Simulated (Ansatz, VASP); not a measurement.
One calculation of GaN, two programs

The input INCAR:

```
ALGO     = Normal         # electronic algorithm
DIPOL    = 0.5 0.5 0.500
EDIFF    = 1E-7           # SCF threshold, eV
ENCUT    = 520            # plane-wave cutoff, eV
GGA      = PE             # functional
IDIPOL   = 3            
ISIF     = 2              # what is computed and relaxed
ISMEAR   = 0              # smearing method
LASPH    = True           # aspherical terms in the spheres
LCHARG   = False          # write CHGCAR
LDIPOL   = True         
LREAL    = Auto         
LUSENCCL = False        
LWAVE    = False          # write WAVECAR
NBANDS   = 106            # bands
NELM     = 60             # most SCF steps
PREC     = Accurate       # precision mode
SIGMA    = 0.05           # smearing width, eV
```

KPOINTS

```
k-points
0
Gamma
  8 5 1
```

Contents of POSCAR:

```
GaN
1.0
    3.2184289158      0.0000000000      0.0000000000
    0.0000000000      5.2430305161      0.0000000000
    0.0000000000      0.0000000000     27.0780452059
Ga N
10 10
Direct
    0.0000000000      0.0008683113      0.2769771578
    0.5000000000      0.5008683113      0.3112883643
    0.5000000000      0.0008683113      0.3799107773
    0.0000000000      0.5008683113      0.4142219838
    0.0000000000      0.0008683113      0.4828443968
    0.5000000000      0.5008683113      0.5171556032
    0.5000000000      0.0008683113      0.5857780162
    0.0000000000      0.5008683113      0.6200892227
    0.0000000000      0.0008683113      0.6887116357
    0.5000000000      0.5008683113      0.7230228422
    0.0000000000      0.6241316887      0.2769771578
    0.5000000000      0.1241316887      0.3112883643
    0.5000000000      0.6241316887      0.3799107773
    0.0000000000      0.1241316887      0.4142219838
    0.0000000000      0.6241316887      0.4828443968
    0.5000000000      0.1241316887      0.5171556032
    0.5000000000      0.6241316887      0.5857780162
    0.0000000000      0.1241316887      0.6200892227
    0.0000000000      0.6241316887      0.6887116357
    0.5000000000      0.1241316887      0.7230228422
```

Input for Ansatz:

```yaml
crystal:
  lattice:
    - [3.2184289158, 0.0, 0.0]
    - [0.0, 5.2430305161, 0.0]
    - [0.0, 0.0, 27.0780452059]
  atoms:
    - { symbol: Ga, position: [0.0, 0.0008683113, 0.2769771578] }
    - { symbol: "N", position: [0.0, 0.6241316887, 0.2769771578] }
    - { symbol: Ga, position: [0.5, 0.5008683113, 0.3112883643] }
    - { symbol: "N", position: [0.5, 0.1241316887, 0.3112883643] }
    - { symbol: Ga, position: [0.5, 0.0008683113, 0.3799107773] }
    - { symbol: "N", position: [0.5, 0.6241316887, 0.3799107773] }
    - { symbol: Ga, position: [0.0, 0.5008683113, 0.4142219838] }
    - { symbol: "N", position: [0.0, 0.1241316887, 0.4142219838] }
    - { symbol: Ga, position: [0.0, 0.0008683113, 0.4828443968] }
    - { symbol: "N", position: [0.0, 0.6241316887, 0.4828443968] }
    - { symbol: Ga, position: [0.5, 0.5008683113, 0.5171556032] }
    - { symbol: "N", position: [0.5, 0.1241316887, 0.5171556032] }
    - { symbol: Ga, position: [0.5, 0.0008683113, 0.5857780162] }
    - { symbol: "N", position: [0.5, 0.6241316887, 0.5857780162] }
    - { symbol: Ga, position: [0.0, 0.5008683113, 0.6200892227] }
    - { symbol: "N", position: [0.0, 0.1241316887, 0.6200892227] }
    - { symbol: Ga, position: [0.0, 0.0008683113, 0.6887116357] }
    - { symbol: "N", position: [0.0, 0.6241316887, 0.6887116357] }
    - { symbol: Ga, position: [0.5, 0.5008683113, 0.7230228422] }
    - { symbol: "N", position: [0.5, 0.1241316887, 0.7230228422] }
basis:
  ecutwfc: 420
kpoints:
  mp_grid: { grid: [8, 5, 1] }
hamiltonian:
  xc: pbe
scf:
  occupations: { method: gaussian, width: 0.05 }
output:
  forces: true
  stress: true
  eigenvalues: true
  write_density: true
  write_potential: true
  elf: true
  volumetric_format: npy
efield:
  axis: 3
  dipole_correction: true
```

Alike in both runs: task single point; functional PBE; k mesh 8 × 5 × 1; occupations gaussian, width 0.05 eV; no spin polarisation.

|  | VASP | Ansatz |
| --- | --- | --- |
| version | VASP 6.6.1 | Ansatz 0.2.0 |
| potentials or method | VASP PAW PBE potentials, release 64 (Ga_d, N), cutoff 520 eV | scalar-relativistic, plane waves, PAW |
| valence electrons in the cell | 180 | 180 |

|  | VASP | Ansatz | Ansatz less VASP |
| --- | --- | --- | --- |
| gap on the k mesh at the Fermi level (eV) | 0.48 | 0.49 | +0.010 |
| least direct gap on the mesh (eV) | 0.48 | 0.49 | +0.010 |
| rms of the force components (eV/Å) | 0.652 | 0.654 | +0.0022 |

With one functional, cell and mesh, what is left measures potentials, basis and numerics. Ansatz's warnings: xc potential rough in thin density.
